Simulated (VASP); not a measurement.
# ZnO (P6_3mc) in VASP: relaxation of cell and atoms with r2SCAN

Aim: the relaxation of cell and atoms of ZnO with r2SCAN.

Program: VASP 6.6.1. These are calculated values, not measurements. Logs are shortened: lines on timing, memory, paths and dates and some standing lists are left out, and cuts for length are marked.

**1. The cell of the first run**

It takes space group P6_3mc (No. 186, hexagonal). The conventional cell has a = 3.266 Å, b = 3.266 Å, c = 5.262 Å, α = 90.00°, β = 90.00°, γ = 120.00°. Zn (site symmetry 3m) has 4 O at 1.99 to 2.00 Å within 2.6 Å. Within 2.6 Å of O (site symmetry 3m) lie 4 Zn at 1.99 to 2.00 Å.

**2. Relaxation of cell and atoms, r2SCAN, target pressure -3 GPa, at which the enthalpy is minimised**

Contents of POSCAR:

```
ZnO
1.0
    3.2655762821      0.0000000000      0.0000000000
   -1.6327881410      2.8280720183      0.0000000000
    0.0000000000      0.0000000000      5.2617895196
Zn O
2 2
Direct
    0.6666666667      0.3333333333      0.5004294475
    0.3333333333      0.6666666667      0.0004294475
    0.6666666667      0.3333333333      0.8798805525
    0.3333333333      0.6666666667      0.3798805525
```

Contents of INCAR.step1:

```
ALGO = Normal ; EDIFF = 1E-4
ENCUT = 600 ; GGA = PE
ISMEAR = 0 ; LASPH = True
LCHARG = False ; LREAL = False
LWAVE = True ; NELM = 60
PREC = Accurate ; SIGMA = 0.02
```

Contents of INCAR.step2:

```
ALGO = Normal ; EDIFF = 1E-6
EDIFFG = -0.008 ; ENCUT = 600
IBRION = 2 ; ISIF = 3
ISMEAR = 0 ; ISTART = 1
LASPH = True ; LCHARG = False
LMIXTAU = True ; LREAL = False
LWAVE = False ; METAGGA = R2SCAN
NELM = 60 ; NSW = 70
PREC = Accurate ; PSTRESS = -30.0
SIGMA = 0.02
```

Contents of KPOINTS:

```
k-points
0
Gamma
  12 12 6
```

Potentials or basis: VASP PAW PBE potentials, release 64 (Zn, O).

Launch:

```sh
$ cat potpaw_PBE.64/Zn/POTCAR potpaw_PBE.64/O/POTCAR > POTCAR
$ cp INCAR.step1 INCAR
$ mpirun -np 1 vasp_std > vasp.out
$ cp INCAR.step2 INCAR
$ mpirun -np 1 vasp_std > vasp.out
```

OUTCAR:

```text
EDIFF = 1E-6
   EDIFFG = -0.008
   ENCUT = 600
   IBRION = 2
   ISIF = 3
   ISMEAR = 0
   ISTART = 1
   LASPH = True
   LREAL = False
   METAGGA = R2SCAN
   NELM = 60
   NSW = 70
   PREC = Accurate
   PSTRESS = -30.0

 ion  position               nearest neighbor table
   1  0.667  0.333  0.500-   4 1.99   4 1.99   4 1.99   3 2.00
   2  0.333  0.667  0.000-   3 1.99   3 1.99   3 1.99   4 2.00
   3  0.667  0.333  0.880-   2 1.99   2 1.99   2 1.99   1 2.00
   4  0.333  0.667  0.380-   1 1.99   1 1.99   1 1.99   2 2.00

  LATTYP: Found a hexagonal cell.
 ALAT       =     3.2655762821
 C/A-ratio  =     1.6112897281

  Lattice vectors:

 A1 = (   3.2655762821,   0.0000000000,   0.0000000000)
 A2 = (  -1.6327881410,   2.8280720183,   0.0000000000)
 A3 = (   0.0000000000,   0.0000000000,   5.2617895196)

Analysis of symmetry for initial positions (statically):
=====================================================================
 Subroutine PRICEL returns:
 Original cell was already a primitive cell.

 Routine SETGRP: Setting up the symmetry group for a
 hexagonal supercell.

 Subroutine GETGRP returns: Found 12 space group operations
 (whereof  6 operations were pure point group operations)
 out of a pool of 24 trial point group operations.

The static configuration has the point symmetry C_3v.
 The point group associated with its full space group is C_6v.

Analysis of symmetry for dynamics (positions and initial velocities):
=====================================================================
 Subroutine PRICEL returns:
 Original cell was already a primitive cell.

 Routine SETGRP: Setting up the symmetry group for a
 hexagonal supercell.

 Subroutine GETGRP returns: Found 12 space group operations
 (whereof  6 operations were pure point group operations)
 out of a pool of 24 trial point group operations.

The dynamic configuration has the point symmetry C_3v.
 The point group associated with its full space group is C_6v.

 Subroutine INISYM returns: Found 12 space group operations
 (whereof  6 operations are pure point group operations),
 and found     1 'primitive' translations

----------------------------------------------------------------------------------------

                                     Primitive cell

  volume of cell :      48.5941

  direct lattice vectors                    reciprocal lattice vectors
     3.265576282  0.000000000  0.000000000     0.306224664  0.176798892  0.000000000
    -1.632788141  2.828072018  0.000000000     0.000000000  0.353597784  0.000000000
     0.000000000  0.000000000  5.261789520     0.000000000  0.000000000  0.190049411

  length of vectors
     3.265576282  3.265576282  5.261789520     0.353597784  0.353597784  0.190049411

  position of ions in fractional coordinates (direct lattice)
     0.666666667  0.333333333  0.500429447
     0.333333333  0.666666667  0.000429447
     0.666666667  0.333333333  0.879880552
     0.333333333  0.666666667  0.379880552

  ion indices of the primitive-cell ions
   primitive index   ion index
                 1           1
                 2           2
                 3           3
                 4           4

----------------------------------------------------------------------------------------

 KPOINTS: k-points

Automatic generation of k-mesh.
 Grid dimensions read from file:
 generate k-points for:   12   12    6

 Generating k-lattice:

  Cartesian coordinates                     Fractional coordinates (reciprocal lattice)
     0.025518722  0.014733241  0.000000000     0.083333333 -0.000000000  0.000000000
     0.000000000  0.029466482  0.000000000     0.000000000  0.083333333  0.000000000
     0.000000000  0.000000000  0.031674902     0.000000000  0.000000000  0.166666667

  Length of vectors
     0.029466482  0.029466482  0.031674902

  Shift w.r.t. Gamma in fractional coordinates (k-lattice)
     0.000000000  0.000000000  0.000000000

 Subroutine IBZKPT returns following result:
 ===========================================

 Found     76 irreducible k-points:

 Following reciprocal coordinates:
            Coordinates               Weight
  0.000000  0.000000  0.000000      1.000000
  0.083333  0.000000  0.000000      6.000000
  0.166667  0.000000  0.000000      6.000000
  0.250000  0.000000  0.000000      6.000000
  0.333333  0.000000  0.000000      6.000000
  0.416667  0.000000  0.000000      6.000000
[... 16 lines left out ...]
  0.250000  0.000000  0.166667     12.000000
  0.333333  0.000000  0.166667     12.000000
 [... further k-points ...]
   k-points           NKPTS =     76   k-points in BZ     NKDIM =     76   number of bands    NBANDS=     22
   number of dos      NEDOS =    301   number of ions     NIONS =      4
   total plane-waves  NPLWV =  32928
   dimension x,y,z NGX =    28 NGY =   28 NGZ =   42
   dimension x,y,z NGXF=    56 NGYF=   56 NGZF=   84
   ions per type =               2   2
   NGX,Y,Z   is equivalent  to a cutoff of  14.25, 14.25, 13.27 a.u.
   NGXF,Y,Z  is equivalent  to a cutoff of  28.51, 28.51, 26.54 a.u.
 SYSTEM =  unknown system
   PREC   = accura    normal or accurate (medium, high low for compatibility)
   ISTART =      1    job   : 0-new  1-cont  2-samecut
   ICHARG =      0    charge: 1-file 2-atom 10-const
   ISPIN  =      1    spin polarized calculation?
   LNONCOLLINEAR =      F non collinear calculations
   LSORBIT =      F    spin-orbit coupling
   LASPH  =      T    aspherical Exc in radial PAW
   ENCUT  =  600.0 eV  44.10 Ry    6.64 a.u.   6.52  6.52 10.51*2*pi/ulx,y,z
   NELM   =     60;   NELMIN=  2; NELMDL=  0     # of ELM steps
   EDIFF  = 0.1E-05   stopping-criterion for ELM
   LREAL  =      F    real-space projection
   EDIFFG = -.8E-02   stopping-criterion for IOM
   NSW    =     70    number of steps for IOM
   IBRION =      2    ionic relax: 0-MD 1-quasi-New 2-CG
   NFREE  =      1    steps in history (QN), initial steepest desc. (CG)
   ISIF   =      3    stress and relaxation
   ISYM   =      2    0-nonsym 1-usesym 2-fastsym
   POTIM  = 0.5000    time-step for ionic-motion
   TEBEG  =    0.0;   TEEND  =   0.0 temperature during run
   PSTRESS=  -30.0 pullay stress
   NELECT =      36.0000    total number of electrons
   NUPDOWN=      -1.0000    fix difference up-down
   EMIN   =  10.00;   EMAX   =-10.00  energy-range for DOS
   EFERMI =   0.00;   METHOD = LEGACY
   ISMEAR =     0;   SIGMA  =   0.02  broadening in eV -4-tet -1-fermi 0-gaus
   EFERMI_NEDOS =   21; number of points for ismear=-14 and -15
   IALGO  =     38    algorithm
   IMIX   =      4    mixing-type and parameters
     AMIX     =   0.40;   BMIX     =  1.00
     AMIX_MAG =   1.60;   BMIX_MAG =  1.00
  volume/ion in A,a.u.               =      12.15        81.98
  Fermi-wavevector in a.u.,A,eV,Ry     =   1.481316  2.799282 29.855228  2.194297
  Thomas-Fermi vector in A             =   2.595241
   LORBIT       =      0    0 simple, 1 ext, 2 COOP (PROOUT), +10 PAW based schemes
   METAGGA = R2SCAN    functional components
   LHFCALC =     F    Hartree Fock is set to
   AEXX    =    0.0000 exact exchange contribution
   IVDW    =     0    specifies the selected vdW correction
   LEPSILON=     F    determine dielectric tensor
   LRPA    =     F    only Hartree local field effects (RPA)
 conjugate gradient relaxation of ions
 non-spin polarized calculation
 Gauss-broadening in eV      SIGMA  =   0.02
  energy-cutoff  :      600.00
  volume of cell :       48.59
 maximum number of plane-waves:      1653
 NGX is ok and might be reduce to    28
   NGX = 13   NGY = 13   NGZ = 21

--------------------------------------- Ionic step        1  -------------------------------------------

 number of electron      36.0000014 magnetization

 Free energy of the ion-electron system (eV)
  ---------------------------------------------------
  ext. energy  EPLUGINS =         0.00000000
  ---------------------------------------------------
  free energy    TOTEN  =       -36.31397770 eV

  energy without entropy =      -36.31397770  energy(sigma->0) =      -36.31397770

------------------------ aborting loop because EDIFF is reached ----------------------------------------

  FORCE on cell =-STRESS in cart. coord.  units (eV):
  Direction    XX          YY          ZZ          XY          YZ          ZX
  --------------------------------------------------------------------------------------
  -------------------------------------------------------------------------------------
  Total       -1.0005078     -1.0005078     -1.0033805     -0.0000000      0.0000000      0.0000000
  in kB      -32.9873395    -32.9873395    -33.0820546     -0.0000000      0.0000000      0.0000000
  external PRESSURE =      -3.0189112 kB  Pullay stress =     -30.0000000 kB
[... 105 lines left out ...]
  enthalpy is  TOTEN    =       -37.2241373588 eV   P V=       -0.9071968526

--------------------------------------- Ionic step        4  -------------------------------------------

 number of electron      36.0000014 magnetization

 Free energy of the ion-electron system (eV)
  ---------------------------------------------------
  ext. energy  EPLUGINS =         0.00000000
  ---------------------------------------------------
  free energy    TOTEN  =       -36.31648071 eV

  energy without entropy =      -36.31648071  energy(sigma->0) =      -36.31648071

 E-fermi :   0.7898     XC(G=0): -11.5559

 val. band max:        0.6808695262   @ k =   0.0000   0.0000   0.0000
 cond. band min:       1.8762366236   @ k =   0.0000   0.0000   0.0000
 fundamental gap:      1.1953670974
 Fermi energy:         0.7898012407

 k-point     1 :       0.0000    0.0000    0.0000
  band No.  band energies     occupation
      1     -18.2519      2.00000
      2     -17.5936      2.00000
      3      -5.0471      2.00000
      4      -5.0470      2.00000
      5      -5.0014      2.00000
      6      -4.8691      2.00000
[... 574 lines left out ...]
      6      -4.6460      2.00000
[... 14 lines left out ...]
     21       9.5613      0.00000
     22      10.1263      0.00000

 [... further k-points ...]

------------------------ aborting loop because EDIFF is reached ----------------------------------------

  FORCE on cell =-STRESS in cart. coord.  units (eV):
  Direction    XX          YY          ZZ          XY          YZ          ZX
  --------------------------------------------------------------------------------------
  -------------------------------------------------------------------------------------
  Total       -0.9076108     -0.9076108     -0.8853247     -0.0000000      0.0000000      0.0000000
  in kB      -29.9990062    -29.9990062    -29.2623922     -0.0000000      0.0000000      0.0000000
  external PRESSURE =       0.2465318 kB  Pullay stress =     -30.0000000 kB
[... 19 lines left out ...]
  FREE ENERGIE OF THE ION-ELECTRON SYSTEM (eV)
  ---------------------------------------------------
  free  energy   TOTEN  =       -36.3164807061 eV

  energy  without entropy=      -36.3164807061  energy(sigma->0) =      -36.31648071

  enthalpy is  TOTEN    =       -37.2241215421 eV   P V=       -0.9076408360

 reached required accuracy - stopping structural energy minimisation
```

Run time: 13 min. Hardware: 1 thread of AMD EPYC 9R45 (Zen 5), shared host; peak memory 0.22 GiB.

What came out:

| Quantity | Value |
| --- | --- |
| Free energy | -36.3165 eV |
| Relaxed volume | 12.12 Å³/atom |
| Relaxed cell | a = 3.263 Å, b = 3.263 Å, c = 5.257 Å, α = 90.00°, β = 90.00°, γ = 120.00° |
| Space group after relaxing (to 0.1 Å) | P6_3mc (No. 186) |
| Energy change on relaxing (the run minimises the enthalpy) | -0.6 meV/atom |
| Ionic steps | 4 |
| Pressure after relaxing | -3.0 GPa |
| Largest force after relaxing | 0.006 eV/Å |
| Band gap on the k mesh | 1.20 eV |

Forces in eV/Å, atoms in the order of the input:
```
Zn   0.000  0.000  0.006
Zn   0.000  0.000  0.006
O    0.000  0.000 -0.006
O    0.000  0.000 -0.006
```

The path:
| step | energy change (eV) | largest force (eV/Å) | pressure (GPa) | volume (Å³) |
| --- | --- | --- | --- | --- |
| 1 | 0.0000 | 0.0125 | -3.30 | 48.59 |
| 2 | -0.0033 | 0.0043 | -2.85 | 48.43 |
| 3 | -0.0030 | 0.0051 | -2.92 | 48.45 |
| 4 | -0.0025 | 0.0064 | -2.98 | 48.47 |

Final structure:
```
Zn O
1.0
     3.26290    0.00000    0.00000
    -1.63145    2.82575    0.00000
     0.00000    0.00000    5.25734
Zn O
2 2
Direct
  0.66667 0.33333 0.50052
  0.33333 0.66667 0.00052
  0.66667 0.33333 0.87979
  0.33333 0.66667 0.37979
```

Caveat: the cell is relaxed towards a set pressure, so the run minimises the enthalpy, not the energy; the PAW data sets were made with another functional, which shifts forces and pressure a little.
